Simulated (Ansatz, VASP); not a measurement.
# C in VASP and in Ansatz

```xyz
8
Lattice="-2.4291 2.4291 2.4291 2.4291 -2.4291 2.4291 2.4291 2.4291 -2.4291" Properties=species:S:1:pos:R:3 pbc="T T T"
C    -0.7906    0.7906    0.7906
C     1.6385    1.6385    1.6385
C     0.7906   -0.7906    0.7906
C     0.7906    0.7906   -0.7906
C     1.6385   -1.6385    1.6385
C     0.7906    0.7906    0.7906
C    -1.6385    1.6385    1.6385
C     1.6385    1.6385   -1.6385
```

Alike in both runs: task single point; functional r2SCAN; k mesh 8 × 8 × 8; occupations gaussian, width 0.05 eV; no spin polarisation.

|  | VASP | Ansatz |
| --- | --- | --- |
| version | VASP 6.6.1 | Ansatz 0.2.0 |
| potentials or method | VASP PAW PBE potentials, release 64 (C_h), cutoff 910 eV | scalar-relativistic, plane waves, PAW |
| valence electrons in the cell | 32 | 32 |

Ansatz gave:

```
gap on the k mesh at the Fermi level (eV) : 3.19
least direct gap on the mesh (eV)         : 4.15
rms of the force components (eV/Å)        : 0.003
```

**Question.** What did VASP give for the same quantities?

**Answer.** gap on the k mesh at the Fermi level (eV): 3.19; least direct gap on the mesh (eV): 4.14; rms of the force components (eV/Å): 0.023.

VASP's potentials were made for PBE, not for r2SCAN. Atom by atom the forces differ by 0.020 eV/Å (rms over components).

Noted on VASP's run: the cutoff is short for stress, so the pressure is rough.
